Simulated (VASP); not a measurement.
## Sb: single point with r2SCAN

Sb:

```xyz
2
Lattice="3.2094 0.0000 0.0000 -1.6047 2.7794 0.0000 0.0000 0.0000 5.3375" Properties=species:S:1:pos:R:3 pbc="T T T"
Sb    0.0000    1.8529    1.3344
Sb    1.6047    0.9265    4.0031
```

This cell differs from its parent crystal: volume scaled by 0.88.

| Property | Result |
| --- | --- |
| Program | VASP 6.6.1 |
| Task | single point |
| Functional | r2SCAN |
| Potentials or basis | VASP PAW PBE potentials, release 64 (Sb) |
| Cutoff | 520 eV |
| k mesh | 12 × 12 × 7 |
| Occupations | fermi-dirac, width 0.1 eV |
| Spin | no spin polarisation |
| Dipole correction | no |
| Further INCAR settings | ALGO = Normal; EDIFF = 1e-07; NBANDS = 12 |

| Quantity | Value |
| --- | --- |
| Pressure | 10.8 GPa |
| Band gap on the k mesh | zero (band 5 reaches 15.60 eV, above the bottom of band 6 at 6.59 eV) |

Stress tensor (GPa, compression positive):
```
11.79  0.00  0.00
 0.00 11.79  0.00
 0.00  0.00  8.85
```

Levels at points of the mesh, in eV from the Fermi level:
```
           k point  band 2  band 3  band 4  band 5  band 6  band 7  band 8  band 9
(0.00, 0.00, 0.00)  -10.13   -7.11    4.61    4.61    6.37    6.56    6.56    9.09
(0.50, 0.00, 0.00)   -8.75   -4.84   -3.83   -2.86   -0.36    0.52    4.44    4.88
```

Run time: 100 s on 1 thread of Intel(R) Xeon(R) Platinum 8488C (Sapphire Rapids), on a shared host, peak memory 0.19 GiB.

Caveat: the PAW data sets were made with another functional, which shifts forces and pressure a little; spin-orbit coupling is left out, which moves the levels of the heavy elements.
